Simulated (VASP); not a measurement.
Write the native input for VASP 6.6.1 that does the following.

* Task: single point
* Functional: PBE
* Potentials or basis: VASP PAW PBE potentials, release 64 (Sm, O)
* Cutoff: 520 eV
* k mesh: 6 × 6 × 6
* Occupations: gaussian, width 0.1 eV
* Spin: no spin polarisation
* Dipole correction: no
* Further INCAR settings: ALGO = Normal; EDIFF = 1e-06; NBANDS = 25

The structure of SmO3 lies in POSCAR:

```
SmO3
1.0
    0.0000000000      2.8330841247      2.8330841247
    2.8330841247      0.0000000000      2.8330841247
    2.8330841247      2.8330841247      0.0000000000
Sm O
1 3
Direct
    0.0000000000      0.0000000000      0.0000000000
    0.2500000000      0.2500000000      0.2500000000
    0.7500000000      0.7500000000      0.7500000000
    0.5000000000      0.5000000000      0.5000000000
```

One way to write it, as run:

INCAR

```
SYSTEM = SmO3
PREC = Accurate
ENCUT = 520
EDIFF = 1E-6
ISMEAR = 0
SIGMA = 0.1
LREAL = .False.
LASPH = .True.
NELM = 60
ALGO = Normal
ISIF = 2
LWAVE = .False.
LCHARG = .False.
GGA = PE
NBANDS = 25
```

KPOINTS

```
Automatic mesh
0
Gamma
  6 6 6
  0 0 0
```

Potentials or basis: VASP PAW PBE potentials, release 64 (Sm, O).

Launch:

```console
$ cat potpaw_PBE.64/Sm/POTCAR potpaw_PBE.64/O/POTCAR > POTCAR
$ mpirun -np 1 vasp_std > vasp.out
```

It gave:

| Property | Result |
| --- | --- |
| Pressure | -15.0 GPa |
| Band gap on the k mesh | zero (band 17 reaches 2.69 eV, above the bottom of band 18 at 2.61 eV) |

Caveat: spin-orbit coupling is left out, which moves the levels of the heavy elements; the run has no spin polarisation, though such a crystal can be magnetic; without U or exact exchange the open f shell lies at the Fermi level, which spoils levels, moments and volumes.

Wall time 84 s on 1 thread of Intel(R) Xeon(R) Platinum 8488C (Sapphire Rapids), on a shared host, peak memory 0.18 GiB.
